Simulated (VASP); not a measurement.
# Co (P6_3/mmc) in VASP: further runs, part 2 of 2

VASP 6.6.1. The steps go on from the part before.

### Step 3. Single point, PBE (volume scaled by 0.8)

Contents of INCAR:

```
SYSTEM = Co
PREC = Accurate ; ENCUT = 520
EDIFF = 1E-6 ; ISMEAR = -1
SIGMA = 0.08 ; LREAL = .FALSE.
LASPH = .TRUE. ; NELM = 60
ALGO = Normal ; ISIF = 2
LWAVE = .FALSE. ; LCHARG = .FALSE.
GGA = PE ; NBANDS = 16
```

Contents of KPOINTS:

```
Automatic mesh
0
G
  15 15 8
  0 0 0
```

Contents of POSCAR:

```
Co
1.0
    2.3276639683      0.0000000000      0.0000000000
   -1.1638319841      2.0158161280      0.0000000000
    0.0000000000      0.0000000000      3.7781604788
Co
2
Direct
    0.3333333333      0.6666666667      0.2500000000
    0.6666666667      0.3333333333      0.7500000000
```

Potentials or basis: VASP PAW PBE potentials, release 64 (Co).

Started as:

```sh
$ cat potpaw_PBE.64/Co/POTCAR > POTCAR
$ mpirun -np 1 vasp_std > vasp.out
```

Wall time 26 s (1 thread of Intel Xeon 6975P-C, shared host); peak memory 0.15 GiB.

Results (log left out):

| Item | Value |
| --- | --- |
| Free energy | -13.2748 eV |
| Pressure | 54.2 GPa |
| Band gap on the k mesh | zero (band 9 reaches 13.99 eV, above the bottom of band 10 at 12.05 eV) |

Stress tensor (GPa, compression positive):
```
55.04  0.00  0.00
 0.00 55.04  0.00
 0.00  0.00 52.51
```

Levels at points of the mesh, in eV from the Fermi level:
| k point | band 5 | band 6 | band 7 | band 8 | band 9 | band 10 | band 11 | band 12 | band 13 | band 14 |
| --- | --- | --- | --- | --- | --- | --- | --- | --- | --- | --- |
| (0.00, 0.00, 0.00) | -2.38 | -1.93 | -1.93 | -1.40 | -1.40 | -0.30 | 0.13 | 0.13 | 8.62 | 23.53 |
| (0.00, 0.00, 0.50) | -2.46 | -2.46 | -2.46 | -2.46 | -0.30 | -0.30 | -0.30 | -0.30 | 17.48 | 17.48 |

Caveat: the run has no spin polarisation, though such a crystal can be magnetic. Spin polarisation is off, so any magnetic state and its effect on volume and gap are missing.

### Step 4. Single point, PBE (volume scaled by 0.86)

Contents of INCAR:

```
ALGO = Normal
EDIFF = 1E-7
ENCUT = 520
GGA = PE
ISIF = 2
ISMEAR = -1
LASPH = True
LCHARG = False
LREAL = False
LWAVE = False
NBANDS = 16
NELM = 80
PREC = Accurate
SIGMA = 0.08
```

Contents of KPOINTS:

```
k-points
0
Gamma
  15 15 8
```

Contents of POSCAR:

```
Co
1.0
    2.3844585205      0.0000000000      0.0000000000
   -1.1922292602      2.0650016530      0.0000000000
    0.0000000000      0.0000000000      3.8703468663
Co
2
Direct
    0.3333333333      0.6666666667      0.2500000000
    0.6666666667      0.3333333333      0.7500000000
```

Started as:

```sh
$ cat potpaw_PBE.64/Co/POTCAR > POTCAR
$ mpirun -np 1 vasp_std > vasp.out
```

It took 30 s on 1 thread of Intel Xeon 6975P-C, shared host; peak memory 0.15 GiB.

Results (log left out):

- Free energy: -13.5903 eV
- Pressure: 23.8 GPa
- Band gap on the k mesh: zero (band 9 reaches 12.64 eV, above the bottom of band 10 at 10.91 eV)

Stress tensor (GPa, compression positive):
```
24.61  0.00  0.00
 0.00 24.61  0.00
 0.00  0.00 22.23
```

Levels at points of the mesh, in eV from the Fermi level:
```tsv
k point	band 5	band 6	band 7	band 8	band 9	band 10	band 11	band 12	band 13	band 14
(0.00, 0.00, 0.00)	-2.13	-1.72	-1.72	-1.26	-1.26	-0.22	0.12	0.12	7.93	22.99
(0.00, 0.00, 0.50)	-2.21	-2.21	-2.21	-2.21	-0.27	-0.27	-0.27	-0.27	16.63	16.63
```

Caveat: the run has no spin polarisation, though such a crystal can be magnetic.

### Step 5. Single point, PBE (volume scaled by 0.92)

Contents of INCAR:

```
SYSTEM = Co
PREC     = Accurate       ! precision mode
ENCUT    = 520            ! plane-wave cutoff, eV
EDIFF    = 1E-6           ! SCF threshold, eV
ISMEAR   = -1             ! smearing method
SIGMA    = 0.08           ! smearing width, eV
LREAL    = .False.        ! projectors in reciprocal space
LASPH    = .True.         ! aspherical terms in the spheres
NELM     = 80             ! most SCF steps
ALGO     = Normal         ! electronic algorithm
ISIF     = 2              ! what is computed and relaxed
LWAVE    = .False.        ! write WAVECAR
LCHARG   = .False.        ! write CHGCAR
GGA      = PE             ! functional
NBANDS   = 16             ! bands
```

Contents of KPOINTS:

```
regular mesh
0
Gamma
  15 15 8
  0 0 0
```

Contents of POSCAR:

```
Co
1.0
    2.4386692229      0.0000000000      0.0000000000
   -1.2193346114      2.1119494984      0.0000000000
    0.0000000000      0.0000000000      3.9583392638
Co
2
Direct
    0.3333333333      0.6666666667      0.2500000000
    0.6666666667      0.3333333333      0.7500000000
```

Started as:

```sh
$ cat potpaw_PBE.64/Co/POTCAR > POTCAR
$ mpirun -np 1 vasp_std > vasp.out
```

Wall time 21 s (1 thread of Intel Xeon 6975P-C, shared host); peak memory 0.15 GiB.

Results (log left out):

```yaml
Free_energy: -13.6962 eV
Pressure: 3.3 GPa
Band_gap_on_the_k_mesh: zero (band 9 reaches 11.48 eV, above the bottom of band 10 at 9.92 eV)
```

Stress tensor (GPa, compression positive):
```
4.06 0.00 0.00
0.00 4.06 0.00
0.00 0.00 1.82
```

Levels at points of the mesh, in eV from the Fermi level:
| k point | band 6 | band 7 | band 8 | band 9 | band 10 | band 11 | band 12 | band 13 |
| --- | --- | --- | --- | --- | --- | --- | --- | --- |
| (0.00, 0.00, 0.00) | -1.56 | -1.56 | -1.13 | -1.13 | -0.13 | 0.11 | 0.11 | 7.34 |
| (0.00, 0.00, 0.50) | -1.99 | -1.99 | -1.99 | -0.24 | -0.24 | -0.24 | -0.24 | 15.87 |

Caveat: the run has no spin polarisation, though such a crystal can be magnetic. Spin polarisation is off, so any magnetic state and its effect on volume and gap are missing.

### Step 6. Single point, PBE (volume scaled by 0.96)

Contents of INCAR:

```
SYSTEM = Co
  PREC = Accurate
  ENCUT = 520
  EDIFF = 1E-6
  ISMEAR = -1
  SIGMA = 0.08
  LREAL = .False.
  LASPH = .True.
  NELM = 60
  ALGO = Normal
  ISIF = 2
  LWAVE = .False.
  LCHARG = .False.
  GGA = PE
  NBANDS = 16
```

KPOINTS is that of step 5.

Contents of POSCAR:

```
Co
1.0
    2.4735120621      0.0000000000      0.0000000000
   -1.2367560310      2.1421242823      0.0000000000
    0.0000000000      0.0000000000      4.0148946085
Co
2
Direct
    0.3333333333      0.6666666667      0.2500000000
    0.6666666667      0.3333333333      0.7500000000
```

Potentials or basis: VASP PAW PBE potentials, release 64 (Co).

Started as:

```sh
$ cat potpaw_PBE.64/Co/POTCAR > POTCAR
$ mpirun -np 1 vasp_std > vasp.out
```

OUTCAR:

```text
SYSTEM = Co
   PREC = Accurate
   ENCUT = 520
   EDIFF = 1E-6
   ISMEAR = -1
   LREAL = .False.
   LASPH = .True.
   NELM = 60
   ISIF = 2
   GGA = PE

 ion  position               nearest neighbor table
   1  0.333  0.667  0.250-   2 2.46   2 2.46   2 2.46   2 2.46   2 2.46   2 2.46
   2  0.667  0.333  0.750-   1 2.46   1 2.46   1 2.46   1 2.46   1 2.46   1 2.46

  LATTYP: Found a hexagonal cell.
 ALAT       =     2.4735120621
 C/A-ratio  =     1.6231554598

  Lattice vectors:

 A1 = (   2.4735120621,   0.0000000000,   0.0000000000)
 A2 = (  -1.2367560310,   2.1421242823,   0.0000000000)
 A3 = (   0.0000000000,   0.0000000000,   4.0148946085)

Analysis of symmetry for initial positions (statically):
=====================================================================
 Subroutine PRICEL returns:
 Original cell was already a primitive cell.

 Routine SETGRP: Setting up the symmetry group for a
 hexagonal supercell.

 Subroutine GETGRP returns: Found 24 space group operations
[... 159 lines left out ...]
  ---------------------------------------------------
  ext. energy  EPLUGINS =         0.00000000
  ---------------------------------------------------
  free energy    TOTEN  =       -13.68363662 eV

  energy without entropy =      -13.56237594  energy(sigma->0) =      -13.62300628

 E-fermi :  10.4480     XC(G=0): -13.5383

 val. band max:       10.4457670538   @ k =   0.2667   0.1333   0.1250
 cond. band min:      10.4487747537   @ k =   0.2667   0.0667   0.3750
 fundamental gap:      0.0030076999
 Fermi energy:        10.4479577967

 k-point     1 :       0.0000    0.0000    0.0000
  band No.  band energies     occupation
      1       1.5029      2.00000
      2       5.7361      2.00000
      3       8.5891      2.00000
      4       8.6487      2.00000
      5       8.6487      2.00000
      6       8.9890      2.00000
[... 433 lines left out ...]
      3       6.7557      2.00000
      4       7.6697      2.00000
      5       8.3029      2.00000
      6       8.5033      2.00000
[... 8 lines left out ...]
     15      22.1841      0.00000
     16      24.1497      0.00000

 [... further k-points ...]
[... 5 lines left out ...]
  --------------------------------------------------------------------------------------
  -------------------------------------------------------------------------------------
  Total       -0.8146779     -0.8146779     -1.1020241     -0.0000000      0.0000000      0.0000000
  in kB      -61.3569398    -61.3569398    -82.9982273     -0.0000000      0.0000000      0.0000000
  external PRESSURE =     -68.5707023 kB  Pullay stress =       0.0000000 kB

 VOLUME and BASIS-vectors are now :
 -----------------------------------------------------------------------------
  energy-cutoff  :      520.00
  volume of cell :       21.27
      direct lattice vectors                 reciprocal lattice vectors
     2.473512062  0.000000000  0.000000000     0.404283454  0.233413161  0.000000000
    -1.236756031  2.142124282  0.000000000     0.000000000  0.466826322  0.000000000
     0.000000000  0.000000000  4.014894608     0.000000000  0.000000000  0.249072541

 POSITION                                       TOTAL-FORCE (eV/Angst)
 -----------------------------------------------------------------------------------
     -0.00000      1.42808      1.00372         0.000000      0.000000      0.000000
      1.23676      0.71404      3.01117        -0.000000      0.000000      0.000000
 -----------------------------------------------------------------------------------
    total drift:                                0.000000     -0.000000     -0.000000

  FREE ENERGIE OF THE ION-ELECTRON SYSTEM (eV)
  ---------------------------------------------------
  free  energy   TOTEN  =       -13.6836366247 eV

  energy  without entropy=      -13.5623759421  energy(sigma->0) =      -13.62300628
```

stdout:

```text
POSCAR found type information on POSCAR Co
 POSCAR found :  1 types and       2 ions
 scaLAPACK will be used
 LDA part: xc-table for (Slater+PW92), standard interpolation
 POSCAR, INCAR and KPOINTS ok, starting setup
 FFT: planning ... GRIDC
 FFT: planning ... GRID_SOFT
 FFT: planning ... GRID
 WAVECAR not read
 entering main loop
```

Run time: 24 s. Hardware: 1 thread of Intel Xeon 6975P-C, shared host; peak memory 0.15 GiB.

Results:

```
Free energy            : -13.6836 eV
Pressure               : -6.9 GPa
Band gap on the k mesh : zero (band 9 reaches 10.79 eV, above the bottom of band 10 at 9.33 eV)
```

Caveat: the run has no spin polarisation, though such a crystal can be magnetic. Spin polarisation is off, so any magnetic state and its effect on volume and gap are missing.

### Step 7. The runs side by side

```csv
cell,gap on the mesh (eV),pressure (GPa)
"a = 2.268, b = 2.268, c = 3.681 Å, angles 90.0, 90.0, 120.0°, 2 atoms",none,98.7
"a = 2.328, b = 2.328, c = 3.778 Å, angles 90.0, 90.0, 120.0°, 2 atoms",none,54.2
"a = 2.384, b = 2.384, c = 3.870 Å, angles 90.0, 90.0, 120.0°, 2 atoms",none,23.8
"a = 2.439, b = 2.439, c = 3.958 Å, angles 90.0, 90.0, 120.0°, 2 atoms",none,3.3
"a = 2.474, b = 2.474, c = 4.015 Å, angles 90.0, 90.0, 120.0°, 2 atoms",none,-6.9
```

Alike in all rows: task single point; level PBE; potentials or basis VASP PAW PBE potentials, release 64 (Co); no spin polarisation; k mesh 15 × 15 × 8; cutoff (eV) 520; smearing fermi-dirac 0.08 eV.

Caveats: the run has no spin polarisation, though such a crystal can be magnetic.

Total energies depend on the potentials used, so only differences within one code and one set of settings carry meaning.
